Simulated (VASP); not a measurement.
# TlPd3 (I4/mmm) in VASP: electric field gradients with LDA

Aim: the electric field gradients of TlPd3 with LDA.

Everything below comes from runs of VASP 6.6.1. Logs are shortened: lines on timing, memory, paths and dates and some standing lists are left out, and cuts for length are marked.

**1. The cell of the first run**

It takes space group I4/mmm (No. 139, tetragonal). Conventional cell: a = 4.181 Å, b = 4.181 Å, c = 7.592 Å, α = 90.00°, β = 90.00°, γ = 90.00°. Tl (site symmetry 4/mmm) has 12 Pd at 2.82 to 2.96 Å within 3.7 Å. Pd (site symmetry 4/mmm) has 8 Pd at 2.82 Å and 4 Tl at 2.96 Å within 3.7 Å. Pd (site symmetry -4m2) has 4 Tl at 2.82 Å and 8 Pd at 2.82 to 2.96 Å within 3.7 Å.

**2. Electric field gradients, LDA**

INCAR reads:

```
PREC = Accurate
ENCUT = 520
EDIFF = 1E-8
ISMEAR = -1
SIGMA = 0.03
LREAL = F
LASPH = T
NELM = 100
ALGO = Normal
ISIF = 2
LWAVE = F
LCHARG = F
LEFG = T
NBANDS = 30
```

KPOINTS reads:

```
Automatic mesh
0
Gamma
  12 12 12
```

POSCAR reads:

```
TlPd3
1.0
   -2.0903608308      2.0903608308      3.7961551193
    2.0903608308     -2.0903608308      3.7961551193
    2.0903608308      2.0903608308     -3.7961551193
Tl Pd
1 3
Direct
    0.0000000000      0.0000000000      0.0000000000
    0.5000000000      0.5000000000      0.0000000000
    0.7500000000      0.2500000000      0.5000000000
    0.2500000000      0.7500000000      0.5000000000
```

Potentials or basis: VASP PAW LDA potentials, release 64 (Tl_d, Pd).

Command:

```
$ cat potpaw_LDA.64/Tl_d/POTCAR potpaw_LDA.64/Pd/POTCAR > POTCAR
$ mpirun -np 1 vasp_std > vasp.out
```

OUTCAR:

```text
PREC = Accurate
   ENCUT = 520
   EDIFF = 1E-8
   ISMEAR = -1
   LREAL = F
   LASPH = T
   NELM = 100
   ISIF = 2

 ion  position               nearest neighbor table
   1  0.000  0.000  0.000-   3 2.82   4 2.82   3 2.82   4 2.82   3 2.82   4 2.82   3 2.82   4 2.82
                             2 2.96   2 2.96   2 2.96   2 2.96
   2  0.500  0.500  0.000-   4 2.82   3 2.82   3 2.82   4 2.82   3 2.82   4 2.82   4 2.82   3 2.82
                             1 2.96   1 2.96   1 2.96   1 2.96
   3  0.750  0.250  0.500-   2 2.82   1 2.82   1 2.82   2 2.82   1 2.82   2 2.82   2 2.82   1 2.82
                             4 2.96   4 2.96   4 2.96   4 2.96
   4  0.250  0.750  0.500-   1 2.82   2 2.82   1 2.82   2 2.82   1 2.82   2 2.82   1 2.82   2 2.82
                             3 2.96   3 2.96   3 2.96   3 2.96

  LATTYP: Found a body centered tetragonal cell.
 ALAT       =     4.1807216616
 C/A-ratio  =     1.8160286317

  Lattice vectors:

 A1 = (  -2.0903608308,   2.0903608308,   3.7961551193)
 A2 = (   2.0903608308,  -2.0903608308,   3.7961551193)
 A3 = (   2.0903608308,   2.0903608308,  -3.7961551193)

Analysis of symmetry for initial positions (statically):
=====================================================================
 Subroutine PRICEL returns:
 Original cell was already a primitive cell.

 Routine SETGRP: Setting up the symmetry group for a
 body centered tetragonal supercell.

 Subroutine GETGRP returns: Found 16 space group operations
 (whereof 16 operations were pure point group operations)
 out of a pool of 16 trial point group operations.

The static configuration has the point symmetry D_4h.

Analysis of symmetry for dynamics (positions and initial velocities):
=====================================================================
 Subroutine PRICEL returns:
 Original cell was already a primitive cell.

 Routine SETGRP: Setting up the symmetry group for a
 body centered tetragonal supercell.

 Subroutine GETGRP returns: Found 16 space group operations
 (whereof 16 operations were pure point group operations)
 out of a pool of 16 trial point group operations.

The dynamic configuration has the point symmetry D_4h.

 Subroutine INISYM returns: Found 16 space group operations
 (whereof 16 operations are pure point group operations),
 and found     1 'primitive' translations

----------------------------------------------------------------------------------------

                                     Primitive cell

  volume of cell :      66.3508

  direct lattice vectors                    reciprocal lattice vectors
    -2.090360831  2.090360831  3.796155119     0.000000000  0.239193154  0.131712215
     2.090360831 -2.090360831  3.796155119     0.239193154  0.000000000  0.131712215
     2.090360831  2.090360831 -3.796155119     0.239193154  0.239193154  0.000000000

  length of vectors
     4.811445780  4.811445780  4.811445780     0.273059467  0.273059467  0.338270202

  position of ions in fractional coordinates (direct lattice)
     0.000000000  0.000000000  0.000000000
     0.500000000  0.500000000  0.000000000
     0.750000000  0.250000000  0.500000000
     0.250000000  0.750000000  0.500000000

  ion indices of the primitive-cell ions
   primitive index   ion index
                 1           1
                 2           2
                 3           3
                 4           4

----------------------------------------------------------------------------------------

 KPOINTS: Automatic mesh

Automatic generation of k-mesh.
 Grid dimensions read from file:
 generate k-points for:   12   12   12

 Generating k-lattice:

  Cartesian coordinates                     Fractional coordinates (reciprocal lattice)
     0.000000000  0.019932763  0.010976018     0.083333333  0.000000000  0.000000000
     0.019932763  0.000000000  0.010976018     0.000000000  0.083333333  0.000000000
[... 41 lines left out ...]
   number of dos      NEDOS =    301   number of ions     NIONS =      4
   total plane-waves  NPLWV =  46656
   dimension x,y,z NGX =    36 NGY =   36 NGZ =   36
   dimension x,y,z NGXF=    72 NGYF=   72 NGZF=   72
   ions per type =               1   3
   NGX,Y,Z   is equivalent  to a cutoff of  12.44, 12.44, 12.44 a.u.
   NGXF,Y,Z  is equivalent  to a cutoff of  24.88, 24.88, 24.88 a.u.
 SYSTEM =  unknown system
   PREC   = accura    normal or accurate (medium, high low for compatibility)
   ISTART =      0    job   : 0-new  1-cont  2-samecut
   ICHARG =      2    charge: 1-file 2-atom 10-const
   ISPIN  =      1    spin polarized calculation?
   LNONCOLLINEAR =      F non collinear calculations
   LSORBIT =      F    spin-orbit coupling
   LASPH  =      T    aspherical Exc in radial PAW
   ENCUT  =  520.0 eV  38.22 Ry    6.18 a.u.   8.95  8.95  8.95*2*pi/ulx,y,z
   NELM   =    100;   NELMIN=  2; NELMDL= -5     # of ELM steps
   EDIFF  = 0.1E-07   stopping-criterion for ELM
   LREAL  =      F    real-space projection
   EDIFFG = 0.1E-06   stopping-criterion for IOM
   NSW    =      0    number of steps for IOM
   IBRION =     -1    ionic relax: 0-MD 1-quasi-New 2-CG
   NFREE  =      0    steps in history (QN), initial steepest desc. (CG)
   ISIF   =      2    stress and relaxation
   ISYM   =      2    0-nonsym 1-usesym 2-fastsym
   POTIM  = 0.5000    time-step for ionic-motion
   TEBEG  =    0.0;   TEEND  =   0.0 temperature during run
   PSTRESS=    0.0 pullay stress
   NELECT =      43.0000    total number of electrons
   NUPDOWN=      -1.0000    fix difference up-down
   EMIN   =  10.00;   EMAX   =-10.00  energy-range for DOS
   EFERMI =   0.00;   METHOD = LEGACY
   ISMEAR =    -1;   SIGMA  =   0.03  broadening in eV -4-tet -1-fermi 0-gaus
   EFERMI_NEDOS =   21; number of points for ismear=-14 and -15
   IALGO  =     38    algorithm
   IMIX   =      4    mixing-type and parameters
     AMIX     =   0.40;   BMIX     =  1.00
     AMIX_MAG =   1.60;   BMIX_MAG =  1.00
  volume/ion in A,a.u.               =      16.59       111.94
  Fermi-wavevector in a.u.,A,eV,Ry     =   1.416714  2.677201 27.307959  2.007078
  Thomas-Fermi vector in A             =   2.538020
   LORBIT       =      0    0 simple, 1 ext, 2 COOP (PROOUT), +10 PAW based schemes
   GGA     = CA    functional components
   LHFCALC =     F    Hartree Fock is set to
   AEXX    =    0.0000 exact exchange contribution
   IVDW    =     0    specifies the selected vdW correction
   LEPSILON=     F    determine dielectric tensor
   LRPA    =     F    only Hartree local field effects (RPA)
 non-spin polarized calculation
  energy-cutoff  :      520.00
  volume of cell :       66.35
 maximum number of plane-waves:      1805
   NGX = 17   NGY = 17   NGZ = 17

 number of electron      43.0000004 magnetization

 Free energy of the ion-electron system (eV)
  ---------------------------------------------------
  ext. energy  EPLUGINS =         0.00000000
  ---------------------------------------------------
  free energy    TOTEN  =       -23.28530425 eV

  energy without entropy =      -23.28161292  energy(sigma->0) =      -23.28345858

 E-fermi :   9.2796     XC(G=0): -12.9687

 val. band max:        9.2770257921   @ k =   0.3333   0.3333   0.0000
 cond. band min:       9.2953369364   @ k =   0.3333   0.0833   0.0833
 fundamental gap:      0.0183111443
 Fermi energy:         9.2795907007

 k-point     1 :       0.0000    0.0000    0.0000
  band No.  band energies     occupation
      1      -2.0293      2.00000
      2      -1.9960      2.00000
      3      -1.9853      2.00000
      4      -1.9853      2.00000
      5      -1.9818      2.00000
      6      -0.0109      2.00000
[... 781 lines left out ...]
     29      20.1481      0.00000
     30      20.7055      0.00000

 [... further k-points ...]
[... 5 lines left out ...]
  --------------------------------------------------------------------------------------
  -------------------------------------------------------------------------------------
  Total       -3.6488485     -3.6488485     -3.7100352      0.0000000      0.0000000      0.0000000
  in kB      -88.1089350    -88.1089350    -89.5864136      0.0000000      0.0000000      0.0000000
  external PRESSURE =     -88.6014279 kB  Pullay stress =       0.0000000 kB

 VOLUME and BASIS-vectors are now :
 -----------------------------------------------------------------------------
  energy-cutoff  :      520.00
  volume of cell :       66.35
      direct lattice vectors                 reciprocal lattice vectors
    -2.090360831  2.090360831  3.796155119     0.000000000  0.239193154  0.131712215
     2.090360831 -2.090360831  3.796155119     0.239193154  0.000000000  0.131712215
     2.090360831  2.090360831 -3.796155119     0.239193154  0.239193154  0.000000000

 POSITION                                       TOTAL-FORCE (eV/Angst)
 -----------------------------------------------------------------------------------
      0.00000      0.00000      0.00000         0.000000     -0.000000     -0.000000
      0.00000      0.00000      3.79616         0.000000     -0.000000     -0.000000
      0.00000      2.09036      1.89808        -0.000000      0.000000      0.000000
      2.09036      0.00000      1.89808         0.000000     -0.000000     -0.000000
 -----------------------------------------------------------------------------------
    total drift:                               -0.000000      0.000000      0.000000

  FREE ENERGIE OF THE ION-ELECTRON SYSTEM (eV)
  ---------------------------------------------------
  free  energy   TOTEN  =       -23.2853042503 eV

  energy  without entropy=      -23.2816129171  energy(sigma->0) =      -23.28345858

 Electric field gradients (V/A^2)
---------------------------------------------------------------------
 ion       V_xx      V_yy      V_zz      V_xy      V_xz      V_yz
---------------------------------------------------------------------
   1      15.945    15.945   -31.891     0.001     0.000     0.000
   2      12.533    12.533   -25.067    -0.000    -0.000    -0.000
   3      -9.843    -9.843    19.687    -0.000    -0.000    -0.000
   4      -9.843    -9.843    19.687    -0.000    -0.000    -0.000
---------------------------------------------------------------------

 Electric field gradients after diagonalization (V/A^2)
 (convention: |V_zz| > |V_xx| > |V_yy|)
----------------------------------------------------------------------
 ion       V_xx      V_yy      V_zz     asymmetry (V_yy - V_xx)/ V_zz
----------------------------------------------------------------------
   1      15.946    15.944   -31.891       0.000
   2      12.534    12.533   -25.067       0.000
   3      -9.844    -9.843    19.687       0.000
   4      -9.844    -9.843    19.687       0.000
----------------------------------------------------------------------

           NMR quadrupolar parameters

 Cq : quadrupolar parameter    Cq=e*Q*V_zz/h
 eta: asymmetry parameters     (V_yy - V_xx)/ V_zz
 Q  : nuclear electric quadrupole moment in mb (millibarn)
----------------------------------------------------------------------
 ion       Cq(MHz)       eta       Q (mb)
----------------------------------------------------------------------
   1      -0.077       0.000       1.000
   2      -0.061       0.000       1.000
   3       0.048       0.000       1.000
   4       0.048       0.000       1.000
----------------------------------------------------------------------
```

It took 8.4 min on 1 thread of Intel Xeon Platinum 8488C (Sapphire Rapids), shared host; peak memory 0.39 GiB.

Results:

* Free energy: -23.2853 eV
* Pressure: -8.9 GPa

Stress tensor (GPa, compression positive):
```
-8.81  0.00  0.00
 0.00 -8.81  0.00
 0.00  0.00 -8.96
```

Electric field gradients, principal values (V/Å²):
```tsv
atom	least	middle	greatest (by size)
1 Tl	15.944	15.946	-31.891
2 Pd	12.533	12.534	-25.067
3 Pd	-9.843	-9.844	19.687
4 Pd	-9.843	-9.844	19.687
```

Caveat: without QUAD_EFG the Cq values of the log hold for a quadrupole moment of 1 mb, not for the nuclei; spin-orbit coupling is left out, which moves the levels of the heavy elements.
